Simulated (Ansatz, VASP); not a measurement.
## Two plane-wave programs on Ta5Si2Pd

File POSCAR:

```
Ta5Si2Pd
1.0
    3.3994403714      0.0000000000      0.0000000000
    0.0000000000      3.3994403714      0.0000000000
    0.0000000000      0.0000000000     11.5277089456
Ta Si Pd
5 2 1
Direct
    0.5000000000      0.5000000000      0.6400255166
    0.0000000000      0.0000000000      0.5000000000
    0.5000000000      0.5000000000      0.8739687993
    0.5000000000      0.5000000000      0.1260312007
    0.5000000000      0.5000000000      0.3599744834
    0.0000000000      0.0000000000      0.2469076601
    0.0000000000      0.0000000000      0.7530923399
    0.0000000000      0.0000000000      0.0000000000
```

The input INCAR.step1:

```
SYSTEM = Ta5Si2Pd
PREC = Accurate
ENCUT = 520
ISMEAR = 0
SIGMA = 0.1
LREAL = .FALSE.
LASPH = .TRUE.
NELM = 60
NBANDS = 46
GGA = PE
ALGO = Normal
EDIFF = 1E-4
LWAVE = .TRUE.
LCHARG = .FALSE.
```

Contents of INCAR.step2:

```
SYSTEM = Ta5Si2Pd
PREC = Accurate
ENCUT = 520
EDIFF = 1E-6
ISMEAR = 0
SIGMA = 0.1
LREAL = .FALSE.
LASPH = .TRUE.
NELM = 60
ALGO = Normal
ISIF = 2
LWAVE = .FALSE.
LCHARG = .FALSE.
METAGGA = R2SCAN
LMIXTAU = .TRUE.
NBANDS = 46
ISTART = 1
```

File KPOINTS:

```
regular mesh
0
G
  10 10 4
  0 0 0
```

Input for Ansatz:

```yaml
crystal:
  lattice:
    - [3.3994403714, 0.0, 0.0]
    - [0.0, 3.3994403714, 0.0]
    - [0.0, 0.0, 11.5277089456]
  atoms:
    - { symbol: Ta, position: [0.5, 0.5, 0.6400255166] }
    - { symbol: Ta, position: [0.0, 0.0, 0.5] }
    - { symbol: Ta, position: [0.5, 0.5, 0.8739687993] }
    - { symbol: Ta, position: [0.5, 0.5, 0.1260312007] }
    - { symbol: Ta, position: [0.5, 0.5, 0.3599744834] }
    - { symbol: Si, position: [0.0, 0.0, 0.2469076601] }
    - { symbol: Si, position: [0.0, 0.0, 0.7530923399] }
    - { symbol: Pd, position: [0.0, 0.0, 0.0] }
basis:
  ecutwfc: 500
kpoints:
  mp_grid: { grid: [10, 10, 4] }
hamiltonian:
  xc: r2scan
scf:
  occupations: { method: gaussian, width: 0.1 }
output:
  forces: true
  stress: true
  eigenvalues: true
```

Alike in both runs: task single point; functional r2SCAN; k mesh 10 × 10 × 4; occupations gaussian, width 0.1 eV; no spin polarisation.

|  | VASP | Ansatz |
| --- | --- | --- |
| version | VASP 6.6.1 | Ansatz 0.2.0 |
| potentials or method | VASP PAW PBE potentials, release 64 (Ta_pv, Si, Pd), cutoff 520 eV | scalar-relativistic, plane waves, PAW |
| valence electrons in the cell | 73 | 91 |

|  | VASP | Ansatz | Ansatz less VASP |
| --- | --- | --- | --- |
| gap on the k mesh at the Fermi level (eV) | none | none | - |
| pressure (GPa) | -2.6 | -3.1 | -0.54 |
| traceless stress, the component that is largest in VASP (GPa) | -0.55 | -0.49 | +0.052 |
| rms of the force components (eV/Å) | 0.026 | 0.026 | -0.0004 |

VASP's potentials were made for PBE, not for r2SCAN. Atom by atom the forces differ by 0.008 eV/Å (rms over components). A gap of «none» marks a metal or a gap that the smearing closes. VASP's potentials hold 73 valence electrons a cell and Ansatz's 91, so a difference there can come from the potentials and not from the codes.

Spin-orbit coupling is off throughout.
